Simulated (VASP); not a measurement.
Set up this calculation in VASP 6.6.1, as the native input.

```
Task                   : single point
Functional             : PBEsol
Potentials or basis    : VASP PAW PBE potentials, release 64 (Al)
Cutoff                 : 520 eV
k mesh                 : 10 × 10 × 10
Occupations            : fermi-dirac, width 0.05 eV
Spin                   : no spin polarisation
Dipole correction      : no
Further INCAR settings : ALGO = Normal; EDIFF = 1e-07; NBANDS = 10
```

The structure of Al lies in POSCAR:

```
Al
1.0
    0.0000000000      2.7415165562      2.7415165562
    2.7415165562      0.0000000000      2.7415165562
    2.7415165562      2.7415165562      0.0000000000
Al
2
Direct
   -0.2150000000     -0.0950000000     -0.0950000000
    0.2150000000      0.0950000000      0.0950000000
```

The input as run:

INCAR

```
SYSTEM = Al
ALGO = Normal ; EDIFF = 1E-7
ENCUT = 520 ; GGA = PS
ISIF = 2 ; ISMEAR = -1
LASPH = .TRUE. ; LCHARG = .FALSE.
LREAL = .FALSE. ; LWAVE = .FALSE.
NBANDS = 10 ; NELM = 100
PREC = Accurate ; SIGMA = 0.05
```

KPOINTS

```
k-points
0
G
  10 10 10
  0 0 0
```

Potentials or basis: VASP PAW PBE potentials, release 64 (Al).

The run is started by

```sh
$ cat potpaw_PBE.64/Al/POTCAR > POTCAR
$ mpirun -np 1 vasp_std > vasp.out
```

It gave:

- Pressure: 35.3 GPa
- Largest force: 14.756 eV/Å
- Band gap on the k mesh: zero (band 3 reaches 8.35 eV, above the bottom of band 4 at 3.12 eV)

Caveat: the PAW data sets were made with another functional, which shifts forces and pressure a little.

Run time: 43 s on 1 thread of Intel(R) Xeon(R) 6975P-C (Granite Rapids), with other jobs on the host, peak memory 0.18 GiB.
